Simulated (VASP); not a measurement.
**BN: single point with PBE**

The system is BN.

```
B N
1.0
     4.45590    0.00000    0.00000
     0.00000    4.45590    0.00000
     0.00000    0.00000    2.47270
B N
4 4
Direct
  0.17428 0.82572 0.50000
  0.32572 0.32572 0.00000
  0.67428 0.67428 0.00000
  0.82572 0.17428 0.50000
  0.81261 0.81261 0.50000
  0.31261 0.68739 0.00000
  0.68739 0.31261 0.00000
  0.18739 0.18739 0.50000
```

```json
{
  "Program": "VASP 6.6.1",
  "Task": "single point",
  "Functional": "PBE",
  "Potentials or basis": "VASP PAW PBE potentials, release 64 (B, N)",
  "Cutoff": "520 eV",
  "k mesh": "6 × 6 × 10",
  "Occupations": "gaussian, width 0.05 eV",
  "Spin": "no spin polarisation"
}
```

* Pressure: 7.7 GPa
* Largest force: 0.328 eV/Å
* Band gap on the k mesh: 4.85 eV, indirect (least direct gap 6.01 eV)

Forces on the atoms (eV/Å):
```
B   -0.089  0.089  0.000
B    0.089  0.089  0.000
B   -0.089 -0.089  0.000
B    0.089 -0.089  0.000
N    0.232  0.232  0.000
N    0.232 -0.232  0.000
N   -0.232  0.232  0.000
N   -0.232 -0.232  0.000
```

Stress tensor (GPa, compression positive):
```
-3.85  0.00  0.00
 0.00 -3.85  0.00
 0.00  0.00 30.87
```

Levels at points of the mesh, in eV from the valence-band top:
```tsv
k point	band 13	band 14	band 15	band 16	band 17	band 18	band 19	band 20
(0.00, 0.00, 0.00)	-0.17	-0.02	-0.02	0.00	8.04	8.04	8.30	8.31
(0.50, 0.00, 0.00)	-1.21	-1.21	-1.10	-1.10	8.08	8.08	8.75	8.75
(0.50, 0.50, 0.00)	-2.60	-2.60	-2.05	-2.05	7.49	7.49	9.15	9.15
(0.00, 0.00, 0.50)	-4.21	-4.21	-3.25	-3.25	6.60	6.60	10.18	10.18
(0.50, 0.00, 0.50)	-3.41	-3.41	-2.28	-2.28	6.90	6.90	8.87	8.87
(0.50, 0.50, 0.50)	-2.80	-2.80	-2.48	-2.48	6.33	6.33	6.98	6.98
```

Wall time 25 s on 1 thread of Intel(R) Xeon(R) 6975P-C (Granite Rapids), on a shared host, peak memory 0.18 GiB.

A k mesh can miss the band edges. As with any semilocal functional, this PBE gap is likely too small.
